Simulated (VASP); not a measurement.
Input of a VASP 6.6.1 run:

Contents of INCAR:

```
  PREC = Accurate
  ENCUT = 600
  EDIFF = 1E-6
  ISMEAR = -1
  SIGMA = 0.1
  LREAL = F
  LASPH = T
  NELM = 200
  ALGO = Normal
  ISIF = 2
  LWAVE = F
  LCHARG = T
  ISPIN = 2
  MAGMOM = 4.9 0
  LORBIT = 11
  LMAXMIX = 6
  LDAU = T
  LDAUTYPE = 2
  LDAUL = 3 -1
  LDAUU = 3 0
  LDAUJ = 0 0
  LDAUPRINT = 1
  GGA = PE
  LELF = T
  LVHAR = T
  NBANDS = 22
  GGA_COMPAT = F
```

KPOINTS

```
regular mesh
0
Gamma
  5 5 5
```

File POSCAR:

```
EuO
1.0
    0.0000000000      2.5719500000      2.5719500000
    2.5719500000      0.0000000000      2.5719500000
    2.5719500000      2.5719500000      0.0000000000
Eu O
1 1
Direct
    0.0000000000      0.0000000000      0.0000000000
    0.5000000000      0.5000000000      0.5000000000
```

Potentials or basis: VASP PAW PBE potentials, release 64 (Eu, O).

The run is started by

```bash
$ cat potpaw_PBE.64/Eu/POTCAR potpaw_PBE.64/O/POTCAR > POTCAR
$ mpirun -np 1 vasp_std > vasp.out
```

Question: Estimate the band gap on the k mesh.

Answer: Zero (filled and empty bands overlap).

Question: What does it give for the net moment?

Answer: 6.99 μB per cell.

Question: Estimate the pressure.

Answer: -1.5 GPa.

Eigenvalues of the final occupation matrices:
```tsv
site	spin	trace	eigenvalues
site 1 f	1	6.71	0.95 0.95 0.95 0.95 0.97 0.97 0.97
site 1 f	2	0.02	0.00 0.00 0.00 0.00 0.01 0.01 0.01
```

Caveat: the k points lie up to 0.42 Å⁻¹ apart; spin-orbit coupling is left out, which moves the levels of the heavy elements; a cell with one magnetic atom can't hold antiferromagnetic order, which such compounds often take. The state reached can hang on the start; a lower one may exist.
